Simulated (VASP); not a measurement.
A run of VASP 6.6.1 is set up as follows.

Contents of INCAR:

```
SYSTEM = ZnS3
ALGO = Normal
EDIFF = 1E-6
ENCUT = 520
GGA = PE
ISIF = 2
ISMEAR = 0
LASPH = .True.
LCHARG = .False.
LREAL = .False.
LWAVE = .False.
NBANDS = 40
NELM = 100
PREC = Accurate
SIGMA = 0.1
```

File KPOINTS:

```
k-points
0
Gamma
  4 4 6
  0 0 0
```

Contents of POSCAR:

```
ZnS3
1.0
    5.4600151382      0.0000000000      0.0000000000
    0.0000000000      5.4600151382      0.0000000000
    0.0000000000      0.0000000000      7.4108488258
Zn S
2 6
Direct
    0.5000000000      0.5000000000      0.0000000000
    0.0000000000      0.0000000000      0.0000000000
    0.7253020469      0.7746979531      0.8212834907
    0.7746979531      0.2746979531      0.1787165093
    0.5000000000      0.0000000000      0.6669860442
    0.0000000000      0.5000000000      0.3330139558
    0.2746979531      0.2253020469      0.8212834907
    0.2253020469      0.7253020469      0.1787165093
```

Potentials or basis: VASP PAW PBE potentials, release 64 (Zn, S).

The run is started by

```bash
$ cat potpaw_PBE.64/Zn/POTCAR potpaw_PBE.64/S/POTCAR > POTCAR
$ mpirun -np 1 vasp_std > vasp.out
```

Q: What does it give for the largest force?

A: 0.099 eV/Å.

Q: Predict the band gap on the k mesh.

A: 1.73 eV.

Q: Estimate the pressure.

A: -0.1 GPa.

Forces in eV/Å, atoms in the order of the input:
```
Zn   0.000  0.000  0.000
Zn   0.000  0.000  0.000
S   -0.057  0.057 -0.048
S    0.057  0.057  0.048
S    0.000  0.000  0.099
S    0.000  0.000 -0.099
S    0.057 -0.057 -0.048
S   -0.057 -0.057  0.048
```

A k mesh can miss the band edges.
